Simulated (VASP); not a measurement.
# Y (P6_3/mmc) in VASP: further runs

The runs below take Y through single point, with r2SCAN.

All numbers are computed with VASP 6.6.1; they aren't measurements. Logs are shortened: lines on timing, memory, paths and dates and some standing lists are left out, and cuts for length are marked.

**1. The cell of the first run**

Symmetry: P6_3/mmc, No. 194, hexagonal system. The conventional cell has a = 3.667 Å, b = 3.667 Å, c = 5.667 Å, α = 90.00°, β = 90.00°, γ = 120.00°. Y (site symmetry -6m2) has 12 Y at 3.54 to 3.67 Å within 4.6 Å.

**2. Single point, r2SCAN**

POSCAR

```
Y
1.0
    3.6666835121      0.0000000000      0.0000000000
   -1.8333417561      3.1754410691      0.0000000000
    0.0000000000      0.0000000000      5.6666610129
Y
2
Direct
    0.3333333333      0.6666666667      0.7500000000
    0.6666666667      0.3333333333      0.2500000000
```

INCAR.step1

```
SYSTEM = Y
ALGO = Normal
EDIFF = 1E-4
ENCUT = 520
GGA = PE
ISMEAR = 0
LASPH = .TRUE.
LCHARG = .FALSE.
LREAL = .FALSE.
LWAVE = .TRUE.
NBANDS = 18
NELM = 60
PREC = Accurate
SIGMA = 0.05
```

INCAR.step2

```
SYSTEM = Y
ALGO = Normal
EDIFF = 1E-6
ENCUT = 520
ISIF = 2
ISMEAR = 0
ISTART = 1
LASPH = .TRUE.
LCHARG = .FALSE.
LMIXTAU = .TRUE.
LREAL = .FALSE.
LWAVE = .FALSE.
METAGGA = R2SCAN
NBANDS = 18
NELM = 60
PREC = Accurate
SIGMA = 0.05
```

KPOINTS

```
k-points
0
G
  14 14 8
  0 0 0
```

Potentials or basis: VASP PAW PBE potentials, release 64 (Y_sv).

Started as:

```
$ cat potpaw_PBE.64/Y_sv/POTCAR > POTCAR
$ cp INCAR.step1 INCAR
$ mpirun -np 1 vasp_std > vasp.out
$ cp INCAR.step2 INCAR
$ mpirun -np 1 vasp_std > vasp.out
```

OUTCAR:

```text
SYSTEM = Y
   EDIFF = 1E-6
   ENCUT = 520
   ISIF = 2
   ISMEAR = 0
   ISTART = 1
   LASPH = .TRUE.
   LREAL = .FALSE.
   METAGGA = R2SCAN
   NELM = 60
   PREC = Accurate

 ion  position               nearest neighbor table
   1  0.333  0.667  0.750-   2 3.54   2 3.54   2 3.54   2 3.54   2 3.54   2 3.54
   2  0.667  0.333  0.250-   1 3.54   1 3.54   1 3.54   1 3.54   1 3.54   1 3.54

  LATTYP: Found a hexagonal cell.
 ALAT       =     3.6666835121
 C/A-ratio  =     1.5454459034

  Lattice vectors:

 A1 = (   3.6666835121,   0.0000000000,   0.0000000000)
 A2 = (  -1.8333417561,   3.1754410691,   0.0000000000)
 A3 = (   0.0000000000,   0.0000000000,   5.6666610129)

Analysis of symmetry for initial positions (statically):
=====================================================================
 Subroutine PRICEL returns:
 Original cell was already a primitive cell.

 Routine SETGRP: Setting up the symmetry group for a
 hexagonal supercell.

 Subroutine GETGRP returns: Found 24 space group operations
 (whereof 12 operations were pure point group operations)
 out of a pool of 24 trial point group operations.

The static configuration has the point symmetry D_3d.
 The point group associated with its full space group is D_6h.

Analysis of symmetry for dynamics (positions and initial velocities):
=====================================================================
 Subroutine PRICEL returns:
 Original cell was already a primitive cell.

 Routine SETGRP: Setting up the symmetry group for a
 hexagonal supercell.

 Subroutine GETGRP returns: Found 24 space group operations
 (whereof 12 operations were pure point group operations)
 out of a pool of 24 trial point group operations.

The dynamic configuration has the point symmetry D_3d.
 The point group associated with its full space group is D_6h.

 Subroutine INISYM returns: Found 24 space group operations
 (whereof 12 operations are pure point group operations),
 and found     1 'primitive' translations

----------------------------------------------------------------------------------------

                                     Primitive cell

  volume of cell :      65.9788

  direct lattice vectors                    reciprocal lattice vectors
     3.666683512  0.000000000  0.000000000     0.272726020  0.157458441  0.000000000
    -1.833341756  3.175441069  0.000000000     0.000000000  0.314916882  0.000000000
     0.000000000  0.000000000  5.666661013     0.000000000  0.000000000  0.176470764

  length of vectors
     3.666683512  3.666683512  5.666661013     0.314916882  0.314916882  0.176470764

  position of ions in fractional coordinates (direct lattice)
     0.333333333  0.666666667  0.750000000
     0.666666667  0.333333333  0.250000000

  ion indices of the primitive-cell ions
   primitive index   ion index
                 1           1
                 2           2

----------------------------------------------------------------------------------------

 KPOINTS: k-points

Automatic generation of k-mesh.
 Grid dimensions read from file:
 generate k-points for:   14   14    8

 Generating k-lattice:

  Cartesian coordinates                     Fractional coordinates (reciprocal lattice)
     0.019480430  0.011247031  0.000000000     0.071428571  0.000000000  0.000000000
     0.000000000  0.022494063  0.000000000     0.000000000  0.071428571  0.000000000
     0.000000000  0.000000000  0.022058846     0.000000000  0.000000000  0.125000000

  Length of vectors
     0.022494063  0.022494063  0.022058846

  Shift w.r.t. Gamma in fractional coordinates (k-lattice)
     0.000000000  0.000000000  0.000000000

 Subroutine IBZKPT returns following result:
 ===========================================

 Found    120 irreducible k-points:

 Following reciprocal coordinates:
            Coordinates               Weight
  0.000000  0.000000  0.000000      1.000000
  0.071429 -0.000000  0.000000      6.000000
  0.142857 -0.000000  0.000000      6.000000
  0.214286 -0.000000  0.000000      6.000000
  0.285714 -0.000000  0.000000      6.000000
  0.357143  0.000000  0.000000      6.000000
[... 16 lines left out ...]
  0.285714  0.285714  0.000000      6.000000
  0.357143  0.285714  0.000000      6.000000
 [... further k-points ...]
   k-points           NKPTS =    120   k-points in BZ     NKDIM =    120   number of bands    NBANDS=     18
   number of dos      NEDOS =    301   number of ions     NIONS =      2
   total plane-waves  NPLWV =  32928
   dimension x,y,z NGX =    28 NGY =   28 NGZ =   42
   dimension x,y,z NGXF=    56 NGYF=   56 NGZF=   84
   ions per type =               2
   NGX,Y,Z   is equivalent  to a cutoff of  12.70, 12.70, 12.32 a.u.
   NGXF,Y,Z  is equivalent  to a cutoff of  25.39, 25.39, 24.64 a.u.
 SYSTEM =  Y
   PREC   = accura    normal or accurate (medium, high low for compatibility)
   ISTART =      1    job   : 0-new  1-cont  2-samecut
   ICHARG =      0    charge: 1-file 2-atom 10-const
   ISPIN  =      1    spin polarized calculation?
   LNONCOLLINEAR =      F non collinear calculations
   LSORBIT =      F    spin-orbit coupling
   LASPH  =      T    aspherical Exc in radial PAW
   ENCUT  =  520.0 eV  38.22 Ry    6.18 a.u.   6.82  6.82 10.54*2*pi/ulx,y,z
   NELM   =     60;   NELMIN=  2; NELMDL=  0     # of ELM steps
   EDIFF  = 0.1E-05   stopping-criterion for ELM
   LREAL  =      F    real-space projection
   EDIFFG = 0.1E-04   stopping-criterion for IOM
   NSW    =      0    number of steps for IOM
   IBRION =     -1    ionic relax: 0-MD 1-quasi-New 2-CG
   NFREE  =      0    steps in history (QN), initial steepest desc. (CG)
   ISIF   =      2    stress and relaxation
   ISYM   =      2    0-nonsym 1-usesym 2-fastsym
   POTIM  = 0.5000    time-step for ionic-motion
   TEBEG  =    0.0;   TEEND  =   0.0 temperature during run
   PSTRESS=    0.0 pullay stress
   NELECT =      22.0000    total number of electrons
   NUPDOWN=      -1.0000    fix difference up-down
   EMIN   =  10.00;   EMAX   =-10.00  energy-range for DOS
   EFERMI =   0.00;   METHOD = LEGACY
   ISMEAR =     0;   SIGMA  =   0.05  broadening in eV -4-tet -1-fermi 0-gaus
   EFERMI_NEDOS =   21; number of points for ismear=-14 and -15
   IALGO  =     38    algorithm
   IMIX   =      4    mixing-type and parameters
     AMIX     =   0.40;   BMIX     =  1.00
     AMIX_MAG =   1.60;   BMIX_MAG =  1.00
  volume/ion in A,a.u.               =      32.99       222.62
  Fermi-wavevector in a.u.,A,eV,Ry     =   1.135222  2.145259 17.534224  1.288729
  Thomas-Fermi vector in A             =   2.271927
   LORBIT       =      0    0 simple, 1 ext, 2 COOP (PROOUT), +10 PAW based schemes
   METAGGA = R2SCAN    functional components
   LHFCALC =     F    Hartree Fock is set to
   AEXX    =    0.0000 exact exchange contribution
   IVDW    =     0    specifies the selected vdW correction
   LEPSILON=     F    determine dielectric tensor
   LRPA    =     F    only Hartree local field effects (RPA)
 non-spin polarized calculation
 Gauss-broadening in eV      SIGMA  =   0.05
  energy-cutoff  :      520.00
  volume of cell :       65.98
 maximum number of plane-waves:      1794
 NGX is ok and might be reduce to    28
   NGX = 13   NGY = 13   NGZ = 21

 number of electron      22.0000000 magnetization

 Free energy of the ion-electron system (eV)
  ---------------------------------------------------
  ext. energy  EPLUGINS =         0.00000000
  ---------------------------------------------------
  free energy    TOTEN  =       -40.54439676 eV

  energy without entropy =      -40.54125629  energy(sigma->0) =      -40.54282652

 E-fermi :   3.0057     XC(G=0): -10.0509

 val. band max:        2.9992067656   @ k =   0.2143   0.1429   0.3750
 cond. band min:       3.0075687505   @ k =   0.2857  -0.0000   0.3750
 fundamental gap:      0.0083619849
 Fermi energy:         3.0056879938

 k-point     1 :       0.0000    0.0000    0.0000
  band No.  band energies     occupation
      1     -41.1761      2.00000
      2     -41.0933      2.00000
      3     -20.8250      2.00000
      4     -20.3217      2.00000
      5     -20.3217      2.00000
      6     -20.2248      2.00000
[... 10 lines left out ...]
     17       6.0560      0.00000
     18       6.0560      0.00000

 k-point     2 :       0.0714   -0.0000    0.0000
  band No.  band energies     occupation
      1     -41.1735      2.00000
      2     -41.0925      2.00000
      3     -20.8155      2.00000
      4     -20.3399      2.00000
      5     -20.3281      2.00000
      6     -20.2441      2.00000
[... 10 lines left out ...]
     17       5.8983      0.00000
     18       5.9427      0.00000

 k-point     3 :       0.1429   -0.0000    0.0000
  band No.  band energies     occupation
      1     -41.1659      2.00000
      2     -41.0903      2.00000
      3     -20.7878      2.00000
      4     -20.3913      2.00000
      5     -20.3458      2.00000
      6     -20.2973      2.00000
[... 10 lines left out ...]
     17       5.9881      0.00000
     18       6.0461      0.00000

 k-point     4 :       0.2143   -0.0000    0.0000
  band No.  band energies     occupation
      1     -41.1545      2.00000
      2     -41.0876      2.00000
      3     -20.7448      2.00000
      4     -20.4661      2.00000
      5     -20.3715      2.00000
      6     -20.3702      2.00000
[... 375 lines left out ...]
      4     -20.5505      2.00000
      5     -20.5196      2.00000
      6     -20.5005      2.00000
[... 10 lines left out ...]
     17       8.2649      0.00000
     18       8.6254      0.00000

 k-point    23 :       0.2857    0.2857    0.0000
  band No.  band energies     occupation
      1     -41.1040      2.00000
      2     -41.0888      2.00000
      3     -20.6328      2.00000
      4     -20.5587      2.00000
      5     -20.5118      2.00000
      6     -20.4963      2.00000
[... 10 lines left out ...]
     17       8.1612      0.00000
     18       8.5773      0.00000

 k-point    24 :       0.3571    0.2857    0.0000
  band No.  band energies     occupation
      1     -41.0987      2.00000
      2     -41.0920      2.00000
      3     -20.6354      2.00000
      4     -20.5331      2.00000
      5     -20.5308      2.00000
      6     -20.4779      2.00000
[... 10 lines left out ...]
     17       8.2096      0.00000
     18       8.5226      0.00000

 [... further k-points ...]

------------------------ aborting loop because EDIFF is reached ----------------------------------------

  FORCE on cell =-STRESS in cart. coord.  units (eV):
  Direction    XX          YY          ZZ          XY          YZ          ZX
  --------------------------------------------------------------------------------------
  -------------------------------------------------------------------------------------
  Total        0.2316947      0.2316947      0.2470348     -0.0000000      0.0000000      0.0000000
  in kB        5.6262873      5.6262873      5.9987936     -0.0000000      0.0000000      0.0000000
  external PRESSURE =       5.7504561 kB  Pullay stress =       0.0000000 kB

 VOLUME and BASIS-vectors are now :
 -----------------------------------------------------------------------------
  energy-cutoff  :      520.00
  volume of cell :       65.98
      direct lattice vectors                 reciprocal lattice vectors
     3.666683512  0.000000000  0.000000000     0.272726020  0.157458441  0.000000000
    -1.833341756  3.175441069  0.000000000     0.000000000  0.314916882  0.000000000
     0.000000000  0.000000000  5.666661013     0.000000000  0.000000000  0.176470764

 POSITION                                       TOTAL-FORCE (eV/Angst)
 -----------------------------------------------------------------------------------
     -0.00000      2.11696      4.25000         0.000000     -0.000000      0.000000
      1.83334      1.05848      1.41667        -0.000000      0.000000      0.000000
 -----------------------------------------------------------------------------------
    total drift:                               -0.000000      0.000000     -0.000000

  FREE ENERGIE OF THE ION-ELECTRON SYSTEM (eV)
  ---------------------------------------------------
  free  energy   TOTEN  =       -40.5443967614 eV

  energy  without entropy=      -40.5412562884  energy(sigma->0) =      -40.54282652
```

Run time: 13 min. Hardware: 1 thread of Oxide Virtual Turin-like, shared host; peak memory 0.25 GiB.

Results:

```
Free energy            : -40.5444 eV
Pressure               : 0.6 GPa
Band gap on the k mesh : zero (band 11 reaches 4.14 eV, above the bottom of band 12 at 2.43 eV)
```

Caveat: the PAW data sets were made with another functional, which shifts forces and pressure a little.

**3. Single point, r2SCAN**

This run uses another cell than the first one, of 33.12 Å³/atom, 1.004 times its volume.

POSCAR

```
Y
1.0
    3.6715659193      0.0000000000      0.0000000000
   -1.8357829597      3.1796693578      0.0000000000
    0.0000000000      0.0000000000      5.6742065092
Y
2
Direct
    0.3333333333      0.6666666667      0.7500000000
    0.6666666667      0.3333333333      0.2500000000
```

INCAR.step1

```
PREC = Accurate
ENCUT = 520
ISMEAR = 0
SIGMA = 0.05
LREAL = False
LASPH = True
NELM = 60
NBANDS = 18
GGA = PE
ALGO = Normal
EDIFF = 1E-4
LWAVE = True
LCHARG = False
```

INCAR.step2

```
PREC = Accurate
ENCUT = 520
EDIFF = 1E-7
ISMEAR = 0
SIGMA = 0.05
LREAL = False
LASPH = True
NELM = 60
ALGO = Normal
ISIF = 2
LWAVE = False
LCHARG = False
METAGGA = R2SCAN
LMIXTAU = True
NBANDS = 18
ISTART = 1
```

KPOINTS

```
regular mesh
0
Gamma
  14 14 8
```

Potentials or basis: VASP PAW PBE potentials, release 64 (Y_sv).

Started as:

```
$ cat potpaw_PBE.64/Y_sv/POTCAR > POTCAR
$ cp INCAR.step1 INCAR
$ mpirun -np 1 vasp_std > vasp.out
$ cp INCAR.step2 INCAR
$ mpirun -np 1 vasp_std > vasp.out
```

OUTCAR:

```text
PREC = Accurate
   ENCUT = 520
   EDIFF = 1E-7
   ISMEAR = 0
   LREAL = False
   LASPH = True
   NELM = 60
   ISIF = 2
   METAGGA = R2SCAN
   ISTART = 1

 ion  position               nearest neighbor table
   1  0.333  0.667  0.750-   2 3.54   2 3.54   2 3.54   2 3.54   2 3.54   2 3.54
   2  0.667  0.333  0.250-   1 3.54   1 3.54   1 3.54   1 3.54   1 3.54   1 3.54

  LATTYP: Found a hexagonal cell.
 ALAT       =     3.6715659193
 C/A-ratio  =     1.5454459034

  Lattice vectors:

 A1 = (   3.6715659193,   0.0000000000,   0.0000000000)
 A2 = (  -1.8357829597,   3.1796693578,   0.0000000000)
 A3 = (   0.0000000000,   0.0000000000,   5.6742065092)

Analysis of symmetry for initial positions (statically):
=====================================================================
 Subroutine PRICEL returns:
 Original cell was already a primitive cell.

 Routine SETGRP: Setting up the symmetry group for a
 hexagonal supercell.

 Subroutine GETGRP returns: Found 24 space group operations
 (whereof 12 operations were pure point group operations)
 out of a pool of 24 trial point group operations.

The static configuration has the point symmetry D_3d.
[... 163 lines left out ...]

 E-fermi :   2.9867     XC(G=0): -10.0343

 val. band max:        2.9824907818   @ k =   0.2143   0.1429   0.3750
 cond. band min:       2.9914337380   @ k =   0.2857   0.0000   0.3750
 fundamental gap:      0.0089429562
 Fermi energy:         2.9867415609

 k-point     1 :       0.0000    0.0000    0.0000
  band No.  band energies     occupation
      1     -41.2061      2.00000
      2     -41.1247      2.00000
      3     -20.8497      2.00000
      4     -20.3530      2.00000
      5     -20.3530      2.00000
      6     -20.2573      2.00000
[... 481 lines left out ...]
      5     -20.5592      2.00000
      6     -20.5071      2.00000
[... 10 lines left out ...]
     17       8.1706      0.00000
     18       8.4809      0.00000

 [... further k-points ...]

------------------------ aborting loop because EDIFF is reached ----------------------------------------

  FORCE on cell =-STRESS in cart. coord.  units (eV):
  Direction    XX          YY          ZZ          XY          YZ          ZX
  --------------------------------------------------------------------------------------
  -------------------------------------------------------------------------------------
  Total        0.1609807      0.1609807      0.1824448     -0.0000000      0.0000000      0.0000000
  in kB        3.8935512      3.8935512      4.4126920     -0.0000000      0.0000000      0.0000000
  external PRESSURE =       4.0665981 kB  Pullay stress =       0.0000000 kB

 VOLUME and BASIS-vectors are now :
 -----------------------------------------------------------------------------
  energy-cutoff  :      520.00
  volume of cell :       66.24
      direct lattice vectors                 reciprocal lattice vectors
     3.671565919  0.000000000  0.000000000     0.272363352  0.157249054  0.000000000
    -1.835782960  3.179669358  0.000000000     0.000000000  0.314498109  0.000000000
     0.000000000  0.000000000  5.674206509     0.000000000  0.000000000  0.176236095

 POSITION                                       TOTAL-FORCE (eV/Angst)
 -----------------------------------------------------------------------------------
     -0.00000      2.11978      4.25565         0.000000     -0.000000      0.000000
      1.83578      1.05989      1.41855        -0.000000      0.000000      0.000000
 -----------------------------------------------------------------------------------
    total drift:                                0.000000     -0.000000      0.000000

  FREE ENERGIE OF THE ION-ELECTRON SYSTEM (eV)
  ---------------------------------------------------
  free  energy   TOTEN  =       -40.5452347327 eV

  energy  without entropy=      -40.5420607200  energy(sigma->0) =      -40.54364773
```

OSZICAR.step1:

```text
N       E                     dE             d eps       ncg     rms          rms(c)
DAV:   1     0.880095304740E+02    0.88010E+02   -0.11358E+04  4320   0.116E+03
DAV:   2    -0.585211058396E+01   -0.93862E+02   -0.92256E+02  5356   0.258E+02
DAV:   3    -0.130664121145E+02   -0.72143E+01   -0.71613E+01  7638   0.428E+01
DAV:   4    -0.132675081008E+02   -0.20110E+00   -0.20087E+00  5234   0.715E+00
DAV:   5    -0.132726476416E+02   -0.51395E-02   -0.51372E-02  6272   0.887E-01    0.326E+01
DAV:   6    -0.129382200387E+02    0.33443E+00   -0.43160E-01  4760   0.398E+00    0.202E+01
DAV:   7    -0.128815176740E+02    0.56702E-01   -0.85017E-01  5596   0.516E+00    0.185E+00
DAV:   8    -0.128709054525E+02    0.10612E-01   -0.16565E-01  5308   0.228E+00    0.140E+00
DAV:   9    -0.128698194468E+02    0.10860E-02   -0.41110E-03  6036   0.392E-01    0.452E-01
DAV:  10    -0.128700212681E+02   -0.20182E-03   -0.20975E-03  4598   0.403E-01    0.400E-01
DAV:  11    -0.128699299658E+02    0.91302E-04   -0.16095E-04  3954   0.113E-01
   1 F= -.12869930E+02 E0= -.12868126E+02  d E =-.360893E-02
```

Run time: 17 min. Hardware: 1 thread of Oxide Virtual Turin-like, shared host; peak memory 0.25 GiB.

What came out:

```
Free energy            : -40.5452 eV
Pressure               : 0.4 GPa
Band gap on the k mesh : zero (band 11 reaches 4.11 eV, above the bottom of band 12 at 2.41 eV)
```

Caveat: the PAW data sets were made with another functional, which shifts forces and pressure a little.
